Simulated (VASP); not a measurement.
A run of VASP 6.6.1 is set up as follows.

POSCAR

```
Ta
1.0
   -1.5130023529      1.5130023529      1.9669030588
    1.5130023529     -1.5130023529      1.9669030588
    1.5130023529      1.5130023529     -1.9669030588
Ta
1
Direct
    0.0000000000      0.0000000000      0.0000000000
```

The input INCAR.step1:

```
SYSTEM = Ta
PREC = Accurate
ENCUT = 520
ISMEAR = 0
SIGMA = 0.15
LREAL = .False.
LASPH = .True.
NELM = 60
NBANDS = 12
GGA = PE
ALGO = Normal
EDIFF = 1E-4
LWAVE = .True.
LCHARG = .False.
```

File INCAR.step2:

```
SYSTEM = Ta
PREC = Accurate
ENCUT = 520
EDIFF = 1E-7
ISMEAR = 0
SIGMA = 0.15
LREAL = .False.
LASPH = .True.
NELM = 60
ALGO = Normal
ISIF = 2
LWAVE = .False.
LCHARG = .False.
METAGGA = R2SCAN
LMIXTAU = .True.
NBANDS = 12
ISTART = 1
```

The input KPOINTS:

```
regular mesh
0
Gamma
  22 22 22
  0 0 0
```

Potentials or basis: VASP PAW PBE potentials, release 64 (Ta_pv).

Launch:

```console
$ cat potpaw_PBE.64/Ta_pv/POTCAR > POTCAR
$ cp INCAR.step1 INCAR
$ mpirun -np 1 vasp_std > vasp.out
$ cp INCAR.step2 INCAR
$ mpirun -np 1 vasp_std > vasp.out
```

(1) What does it give for the pressure?

(2) What does it give for the band gap on the k mesh?

Results:

(1) 6.3 GPa.

(2) zero (an odd number of electrons rules out a gap without spin polarisation).

Caveat: the stress differs along the axes, from -3 to 11 GPa; the PAW data sets were made with another functional, which shifts forces and pressure a little; spin-orbit coupling is left out, which moves the levels of the heavy elements.
